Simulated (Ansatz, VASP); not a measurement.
SnSe2: VASP beside Ansatz

File INCAR:

```
  ALGO = Normal
  EDIFF = 1E-7
  ENCUT = 520
  GGA = PE
  ISIF = 2
  ISMEAR = 0
  LASPH = True
  LCHARG = False
  LREAL = False
  LWAVE = False
  NBANDS = 20
  NELM = 60
  PREC = Accurate
  SIGMA = 0.05
```

File KPOINTS:

```
k-points
0
Gamma
  12 12 6
```

The input POSCAR:

```
SnSe2
1.0
    3.8109987816      0.0000000000      0.0000000000
   -1.9054993908      3.3004217586      0.0000000000
    0.0000000000      0.0000000000      6.1370000000
Sn Se
1 2
Direct
   -0.0358442887     -0.0262398405     -0.0141115432
    0.3333333333      0.6666666667      0.2500000000
    0.6666666667      0.3333333333      0.7500000000
```

Input for Ansatz:

```yaml
crystal:
  lattice:
    - [3.8109987816, 0.0, 0.0]
    - [-1.9054993908, 3.3004217586, 0.0]
    - [0.0, 0.0, 6.137]
  atoms:
    - { symbol: Sn, position: [-0.0358442887, -0.0262398405, -0.0141115432] }
    - { symbol: Se, position: [0.3333333333, 0.6666666667, 0.25] }
    - { symbol: Se, position: [0.6666666667, 0.3333333333, 0.75] }
basis:
  ecutwfc: 420
kpoints:
  mp_grid: { grid: [12, 12, 6] }
hamiltonian:
  xc: pbe
scf:
  occupations: { method: gaussian, width: 0.05 }
output:
  forces: true
  stress: true
  eigenvalues: true
```

Change from the starting cell: all Sn atoms moved -0.150 Å, as atom 1 along Cartesian [1 1 1].

Alike in both runs: task single point; functional PBE; k mesh 12 × 12 × 6; occupations gaussian, width 0.05 eV; no spin polarisation.

|  | VASP | Ansatz |
| --- | --- | --- |
| version | VASP 6.6.1 | Ansatz 0.2.0 |
| potentials or method | VASP PAW PBE potentials, release 64 (Sn_d, Se), cutoff 520 eV | scalar-relativistic, plane waves, PAW |
| valence electrons in the cell | 26 | 46 |

VASP gave:

| Item | Value |
| --- | --- |
| gap on the k mesh at the Fermi level (eV) | 0.65 |
| least direct gap on the mesh (eV) | 1.00 |
| pressure (GPa) | 5.9 |
| traceless stress, the component that is largest in VASP (GPa) | -0.82 |
| rms of the force components (eV/Å) | 0.783 |

Q: Which values does Ansatz return?

A: gap on the k mesh at the Fermi level (eV): 0.66; least direct gap on the mesh (eV): 1.01; pressure (GPa): 5.8; traceless stress, the component that is largest in VASP (GPa): -0.82; rms of the force components (eV/Å): 0.776.

Atom by atom the forces differ by 0.009 eV/Å (rms over components). VASP's potentials hold 26 valence electrons a cell and Ansatz's 46, so a difference there can come from the potentials and not from the codes.
